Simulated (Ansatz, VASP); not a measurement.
Si: VASP beside Ansatz

```xyz
4
Lattice="3.8851 0.0000 0.0000 -1.9425 3.3646 0.0000 0.0000 0.0000 6.2538" Properties=species:S:1:pos:R:3 pbc="T T T"
Si    0.0000    2.2430    0.3051
Si    1.9425    1.1215    3.4320
Si    0.0000    2.2430    2.8218
Si    1.9425    1.1215    5.9487
```

Alike in both runs: task single point; functional PBE; k mesh 12 × 12 × 6; occupations gaussian, width 0.05 eV; no spin polarisation.

```csv
,VASP,Ansatz
version,VASP 6.6.1,Ansatz 0.2.0
potentials or method,"VASP PAW PBE potentials, release 64 (Si), cutoff 520 eV","scalar-relativistic, plane waves, PAW"
valence electrons in the cell,16,16
```

|  | VASP | Ansatz | Ansatz less VASP |
| --- | --- | --- | --- |
| gap on the k mesh at the Fermi level (eV) | none | none | - |
| pressure (GPa) | 0.3 | 0.4 | +0.06 |
| traceless stress, the component that is largest in VASP (GPa) | -2.65 | -2.69 | -0.037 |
| rms of the force components (eV/Å) | 0.866 | 0.866 | +0.0005 |

Atom by atom the forces differ by 0.000 eV/Å (rms over components). A gap of «none» marks a metal or a gap that the smearing closes.
